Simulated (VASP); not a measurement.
# Pb2F4 in VASP: notebook

Runs on Pb2F4. Level: PBE. Tasks: single point.

Everything below comes from runs of VASP 6.6.1. Logs are shortened: lines on timing, memory, paths and dates and some standing lists are left out, and cuts for length are marked.

**1. The cell of the first run**

The cell holds a molecule in a box, 6 atoms: a = 11.660 Å, b = 11.250 Å, c = 12.610 Å, α = 90.00°, β = 90.00°, γ = 90.00°.

**2. Single point, PBE**

File INCAR:

```
SYSTEM = PbF2
PREC = Accurate ; ENCUT = 520
EDIFF = 1E-7 ; ISMEAR = 0
SIGMA = 0.01 ; LREAL = .False.
LASPH = .True. ; NELM = 100
ALGO = Normal ; ISIF = 2
LWAVE = .False. ; LCHARG = .True.
GGA = PE ; LELF = .True.
LVHAR = .True. ; NBANDS = 37
```

File KPOINTS:

```
regular mesh
0
Gamma
  1 1 1
  0 0 0
```

File POSCAR:

```
PbF2
1.0
   11.6600000000      0.0000000000      0.0000000000
    0.0000000000     11.2500000000      0.0000000000
    0.0000000000      0.0000000000     12.6100000000
Pb F
2 4
Direct
    0.4998482000      0.4180417800      0.6429746200
    0.4998482000      0.4180417800      0.3568596400
    0.6137615800      0.4000000000      0.4999167300
    0.3859348200      0.4000000000      0.4999167300
    0.4998482000      0.6000675600      0.6362704200
    0.4998482000      0.6000675600      0.3635638400
```

Potentials or basis: VASP PAW PBE potentials, release 64 (Pb_d, F).

The run is started by

```console
$ cat potpaw_PBE.64/Pb_d/POTCAR potpaw_PBE.64/F/POTCAR > POTCAR
$ mpirun -np 1 vasp_gam > vasp.out
```

OUTCAR:

```text
SYSTEM = PbF2
   PREC = Accurate
   ENCUT = 520
   EDIFF = 1E-7
   ISMEAR = 0
   LREAL = .False.
   LASPH = .True.
   NELM = 100
   ISIF = 2
   GGA = PE

 ion  position               nearest neighbor table
   1  0.500  0.418  0.643-   5 2.05   4 2.25   3 2.25   2 3.61
   2  0.500  0.418  0.357-   6 2.05   4 2.25   3 2.25   1 3.61
   3  0.614  0.400  0.500-   2 2.25   1 2.25
   4  0.386  0.400  0.500-   2 2.25   1 2.25
   5  0.500  0.600  0.636-   1 2.05
   6  0.500  0.600  0.364-   2 2.05

  LATTYP: Found a simple orthorhombic cell.
 ALAT       =    11.2500000000
 B/A-ratio  =     1.0364444444
 C/A-ratio  =     1.1208888889

  Lattice vectors:

 A1 = (   0.0000000000, -11.2500000000,   0.0000000000)
 A2 = (  11.6600000000,   0.0000000000,   0.0000000000)
 A3 = (   0.0000000000,   0.0000000000,  12.6100000000)

Analysis of symmetry for initial positions (statically):
=====================================================================
 Subroutine PRICEL returns:
 Original cell was already a primitive cell.

 Routine SETGRP: Setting up the symmetry group for a
 simple orthorhombic supercell.

 Subroutine GETGRP returns: Found  4 space group operations
 (whereof  1 operations were pure point group operations)
 out of a pool of  8 trial point group operations.

The static configuration has the point symmetry C_1 .
 The point group associated with its full space group is C_2v.

Analysis of symmetry for dynamics (positions and initial velocities):
=====================================================================
 Subroutine PRICEL returns:
 Original cell was already a primitive cell.

 Routine SETGRP: Setting up the symmetry group for a
 simple orthorhombic supercell.

 Subroutine GETGRP returns: Found  4 space group operations
 (whereof  1 operations were pure point group operations)
 out of a pool of  8 trial point group operations.

The dynamic configuration has the point symmetry C_1 .
 The point group associated with its full space group is C_2v.

 Subroutine INISYM returns: Found  4 space group operations
 (whereof  1 operations are pure point group operations),
 and found     1 'primitive' translations

----------------------------------------------------------------------------------------

                                     Primitive cell

  volume of cell :    1654.1167

  direct lattice vectors                    reciprocal lattice vectors
    11.660000000  0.000000000  0.000000000     0.085763293  0.000000000  0.000000000
     0.000000000 11.250000000  0.000000000     0.000000000  0.088888889  0.000000000
     0.000000000  0.000000000 12.610000000     0.000000000  0.000000000  0.079302141

  length of vectors
    11.660000000 11.250000000 12.610000000     0.085763293  0.088888889  0.079302141

  position of ions in fractional coordinates (direct lattice)
     0.499848200  0.418041780  0.642974620
     0.499848200  0.418041780  0.356859640
     0.613761580  0.400000000  0.499916730
     0.385934820  0.400000000  0.499916730
     0.499848200  0.600067560  0.636270420
     0.499848200  0.600067560  0.363563840

  ion indices of the primitive-cell ions
   primitive index   ion index
                 1           1
                 2           2
                 3           3
                 4           4
                 5           5
                 6           6

----------------------------------------------------------------------------------------

 KPOINTS: regular mesh

Automatic generation of k-mesh.
 Grid dimensions read from file:
 generate k-points for:    1    1    1

 Generating k-lattice:

  Cartesian coordinates                     Fractional coordinates (reciprocal lattice)
     0.085763293  0.000000000  0.000000000     1.000000000  0.000000000  0.000000000
     0.000000000  0.088888889  0.000000000     0.000000000  1.000000000  0.000000000
     0.000000000  0.000000000  0.079302141     0.000000000  0.000000000  1.000000000

  Length of vectors
     0.085763293  0.088888889  0.079302141

  Shift w.r.t. Gamma in fractional coordinates (k-lattice)
     0.000000000  0.000000000  0.000000000

 Subroutine IBZKPT returns following result:
 ===========================================

 Found      1 irreducible k-points:

 Following reciprocal coordinates:
            Coordinates               Weight
  0.000000  0.000000  0.000000      1.000000
   k-points           NKPTS =      1   k-points in BZ     NKDIM =      1   number of bands    NBANDS=     37
   number of dos      NEDOS =    301   number of ions     NIONS =      6
   total plane-waves  NPLWV = 725760
   dimension x,y,z NGX =    90 NGY =   84 NGZ =   96
   dimension x,y,z NGXF=   180 NGYF=  168 NGZF=  192
   ions per type =               2   4
   NGX,Y,Z   is equivalent  to a cutoff of  12.83, 12.41, 12.66 a.u.
   NGXF,Y,Z  is equivalent  to a cutoff of  25.66, 24.83, 25.31 a.u.
 SYSTEM =  PbF2
   PREC   = accura    normal or accurate (medium, high low for compatibility)
   ISTART =      0    job   : 0-new  1-cont  2-samecut
   ICHARG =      2    charge: 1-file 2-atom 10-const
   ISPIN  =      1    spin polarized calculation?
   LNONCOLLINEAR =      F non collinear calculations
   LSORBIT =      F    spin-orbit coupling
   LASPH  =      T    aspherical Exc in radial PAW
   ENCUT  =  520.0 eV  38.22 Ry    6.18 a.u.  21.68 20.92 23.45*2*pi/ulx,y,z
   NELM   =    100;   NELMIN=  2; NELMDL= -5     # of ELM steps
   EDIFF  = 0.1E-06   stopping-criterion for ELM
   LREAL  =      F    real-space projection
   EDIFFG = 0.1E-05   stopping-criterion for IOM
   NSW    =      0    number of steps for IOM
   IBRION =     -1    ionic relax: 0-MD 1-quasi-New 2-CG
   NFREE  =      0    steps in history (QN), initial steepest desc. (CG)
   ISIF   =      2    stress and relaxation
   ISYM   =      2    0-nonsym 1-usesym 2-fastsym
   POTIM  = 0.5000    time-step for ionic-motion
   TEBEG  =    0.0;   TEEND  =   0.0 temperature during run
   PSTRESS=    0.0 pullay stress
   NELECT =      56.0000    total number of electrons
   NUPDOWN=      -1.0000    fix difference up-down
   EMIN   =  10.00;   EMAX   =-10.00  energy-range for DOS
   EFERMI =   0.00;   METHOD = LEGACY
   ISMEAR =     0;   SIGMA  =   0.01  broadening in eV -4-tet -1-fermi 0-gaus
   EFERMI_NEDOS =   21; number of points for ismear=-14 and -15
   IALGO  =     38    algorithm
   IMIX   =      4    mixing-type and parameters
     AMIX     =   0.40;   BMIX     =  1.00
     AMIX_MAG =   1.60;   BMIX_MAG =  1.00
  volume/ion in A,a.u.               =     275.69      1860.42
  Fermi-wavevector in a.u.,A,eV,Ry     =   0.529601  1.000801  3.816124  0.280477
  Thomas-Fermi vector in A             =   1.551773
   LORBIT       =      0    0 simple, 1 ext, 2 COOP (PROOUT), +10 PAW based schemes
   GGA     = PE    functional components
   LHFCALC =     F    Hartree Fock is set to
   AEXX    =    0.0000 exact exchange contribution
   IVDW    =     0    specifies the selected vdW correction
   LEPSILON=     F    determine dielectric tensor
   LRPA    =     F    only Hartree local field effects (RPA)
 non-spin polarized calculation
 Gauss-broadening in eV      SIGMA  =   0.01
  energy-cutoff  :      520.00
  volume of cell :     1654.12
 maximum number of plane-waves:     22293
 NGX is ok and might be reduce to    90
   NGX = 43   NGY = 41   NGZ = 47

 number of electron      55.9999984 magnetization

 Free energy of the ion-electron system (eV)
  ---------------------------------------------------
  ext. energy  EPLUGINS =         0.00000000
  ---------------------------------------------------
  free energy    TOTEN  =       -26.26993867 eV

  energy without entropy =      -26.26993867  energy(sigma->0) =      -26.26993867

 E-fermi :  -6.7299     XC(G=0):  -1.1679

 val. band max:       -6.8063750830   @ k =   0.0000   0.0000   0.0000
 cond. band min:      -2.1948312717   @ k =   0.0000   0.0000   0.0000
 fundamental gap:      4.6115438114
 Fermi energy:        -6.7298615129

 k-point     1 :       0.0000    0.0000    0.0000
  band No.  band energies     occupation
      1     -27.8089      2.00000
      2     -27.5499      2.00000
      3     -26.4926      2.00000
      4     -26.4762      2.00000
      5     -21.2982      2.00000
      6     -21.2584      2.00000
[... 29 lines left out ...]
     36       1.2143      0.00000
     37       1.2824      0.00000

------------------------ aborting loop because EDIFF is reached ----------------------------------------

  FORCE on cell =-STRESS in cart. coord.  units (eV):
  Direction    XX          YY          ZZ          XY          YZ          ZX
  --------------------------------------------------------------------------------------
  -------------------------------------------------------------------------------------
  Total        0.7907211      1.0728001      1.1464365      0.0000000      0.0000000      0.0000000
  in kB        0.7658924      1.0391141      1.1104383      0.0000000      0.0000000      0.0000000
  external PRESSURE =       0.9718149 kB  Pullay stress =       0.0000000 kB

 VOLUME and BASIS-vectors are now :
 -----------------------------------------------------------------------------
  energy-cutoff  :      520.00
  volume of cell :     1654.12
      direct lattice vectors                 reciprocal lattice vectors
    11.660000000  0.000000000  0.000000000     0.085763293  0.000000000  0.000000000
     0.000000000 11.250000000  0.000000000     0.000000000  0.088888889  0.000000000
     0.000000000  0.000000000 12.610000000     0.000000000  0.000000000  0.079302141

 POSITION                                       TOTAL-FORCE (eV/Angst)
 -----------------------------------------------------------------------------------
      5.82823      4.70297      8.10791         0.000000     -0.279261      0.273874
      5.82823      4.70297      4.50000         0.000000     -0.279261     -0.273874
      7.15646      4.50000      6.30395         0.365816     -0.055833      0.000000
      4.50000      4.50000      6.30395        -0.365816     -0.055833      0.000000
      5.82823      6.75076      8.02337         0.000000      0.335094      0.090904
      5.82823      6.75076      4.58454         0.000000      0.335094     -0.090904
 -----------------------------------------------------------------------------------
    total drift:                               -0.000010     -0.000516      0.019093

  FREE ENERGIE OF THE ION-ELECTRON SYSTEM (eV)
  ---------------------------------------------------
  free  energy   TOTEN  =       -26.2699386691 eV

  energy  without entropy=      -26.2699386691  energy(sigma->0) =      -26.26993867
```

Wall time 2.1 min (1 thread of Intel Xeon 6975P-C (Granite Rapids), shared host); peak memory 1.2 GiB.

Results:

```yaml
Free_energy: -26.2699 eV
Largest_force: 0.391 eV/Å
Gap_between_the_frontier_levels: 4.61 eV
```

Forces on the atoms (eV/Å):
```
Pb   0.000 -0.279  0.274
Pb   0.000 -0.279 -0.274
F    0.366 -0.056  0.000
F   -0.366 -0.056  0.000
F    0.000  0.335  0.091
F    0.000  0.335 -0.091
```

Levels at points of the mesh, in eV from the valence-band top:
```csv
k point,band 24,band 25,band 26,band 27,band 28,band 29,band 30,band 31,band 32,band 33
"(0.00, 0.00, 0.00)",-0.59,-0.53,-0.51,-0.38,0.00,4.61,5.57,5.57,6.12,6.20
```

Caveat: spin-orbit coupling is left out, which moves the levels of the heavy elements.

**3. Single point, PBE, non-collinear spin, zero start, spin-orbit coupling**

File INCAR:

```
SYSTEM = PbF2
ALGO = Normal
EDIFF = 1E-7
ENCUT = 520
GGA = PE
GGA_COMPAT = .False.
ISIF = 2
ISMEAR = 0
LASPH = .True.
LCHARG = .False.
LNONCOLLINEAR = .True.
LORBIT = 11
LORBMOM = .True.
LREAL = .False.
LSORBIT = .True.
LWAVE = .False.
MAGMOM = 0 0 0 0 0 0 0 0 0 0 0 0 0 0 0 0 0 0
NBANDS = 72
NELM = 150
PREC = Accurate
SIGMA = 0.01
```

File KPOINTS:

```
k-points
0
Gamma
  1 1 1
  0 0 0
```

POSCAR is that of step 2.

Potentials or basis: VASP PAW PBE potentials, release 64 (Pb_d, F).

The run is started by

```console
$ cat potpaw_PBE.64/Pb_d/POTCAR potpaw_PBE.64/F/POTCAR > POTCAR
$ mpirun -np 1 vasp_ncl > vasp.out
```

Run time: 14 min. Hardware: 1 thread of Intel Xeon 6975P-C (Granite Rapids), shared host; peak memory 3.8 GiB.

The run converged. Its results:

| Item | Value |
| --- | --- |
| Free energy | -26.9759 eV |
| Largest force | 0.354 eV/Å |
| Net moment | 0.00 μB per cell |
| Valence electrons inside the program's atomic spheres | Pb 11.84; F 6.06, 6.04 (each value once) |

Forces in eV/Å, atoms in the order of the input:
```
Pb   0.000 -0.232  0.262
Pb   0.000 -0.232 -0.262
F    0.351 -0.045  0.000
F   -0.351 -0.045  0.000
F    0.000  0.277  0.083
F    0.000  0.277 -0.083
```

Moments on the atoms (μB; x, y, z):
```
Pb  0.00 0.00 0.00
Pb  0.00 0.00 0.00
F   0.00 0.00 0.00
F   0.00 0.00 0.00
F   0.00 0.00 0.00
F   0.00 0.00 0.00
```
